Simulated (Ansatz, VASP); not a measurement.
# Two plane-wave programs on Ti

```
CELL_PARAMETERS angstrom
2.95000 0.00000 0.00000
-1.47500 2.55477 0.00000
0.00000 0.00000 4.54542
ATOMIC_POSITIONS crystal
Ti 0.33333 0.66667 0.25000
Ti 0.66667 0.33333 0.75000
```

Change from the starting cell: strain -0.0300 x Voigt [0, 0, 1, 0, 0, 0], atoms carried along.

Alike in both runs: task single point; functional PBEsol; k mesh 18 × 18 × 10; occupations gaussian, width 0.15 eV; no spin polarisation.

|  | VASP | Ansatz |
| --- | --- | --- |
| version | VASP 6.6.1 | Ansatz 0.2.0 |
| potentials or method | VASP PAW PBE potentials, release 64 (Ti_sv), cutoff 520 eV | scalar-relativistic, plane waves, PAW |
| valence electrons in the cell | 24 | 24 |

```csv
,VASP,Ansatz,Ansatz less VASP
gap on the k mesh at the Fermi level (eV),none,none,-
pressure (GPa),-2.9,-2.6,+0.27
"traceless stress, the component that is largest in VASP (GPa)",1.90,1.91,+0.010
```

VASP's potentials were made for PBE, not for PBEsol. A gap of «none» marks a metal or a gap that the smearing closes.
